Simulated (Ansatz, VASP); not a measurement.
**Two plane-wave programs on SbTe2O3**

```
Sb Te O
1.0
     5.76027    0.00000    0.00000
    -2.88014    4.98854    0.00000
     0.00000    0.00000    3.36749
Sb Te O
1 2 3
Direct
  0.00000 0.00000 0.00000
  0.33333 0.66667 0.00000
  0.66667 0.33333 0.00000
  0.50000 0.00000 0.50000
  0.50000 0.50000 0.50000
  0.00000 0.50000 0.50000
```

Change from the starting cell: species swapped into the CeB2Ru3 type (P6/mmm, No. 191).

Alike in both runs: functional PBE; k mesh 6 × 6 × 12; occupations gaussian, width 0.1 eV; no spin polarisation.

Ansatz relaxed the structure, and its values are those at the end. VASP's run is a single point on that final structure, the one shown.

|  | VASP | Ansatz |
| --- | --- | --- |
| version | VASP 6.6.1 | Ansatz 0.2.0 |
| potentials or method | VASP PAW PBE potentials, release 64 (Sb, Te, O), cutoff 520 eV | scalar-relativistic, plane waves, PAW |
| valence electrons in the cell | 35 | 65 |

Ansatz gave:

```
gap on the k mesh at the Fermi level (eV) : none
pressure (GPa)                            : 0.0
```

Q: Estimate VASP's values.

A: gap on the k mesh at the Fermi level (eV): none; pressure (GPa): -0.5.

A gap of «none» marks a metal or a gap that the smearing closes. The functional is the same, so the differences come from potentials, cutoffs and numerics. VASP's potentials hold 35 valence electrons a cell and Ansatz's 65, so a difference there can come from the potentials and not from the codes.

Neither program's run includes spin-orbit coupling.
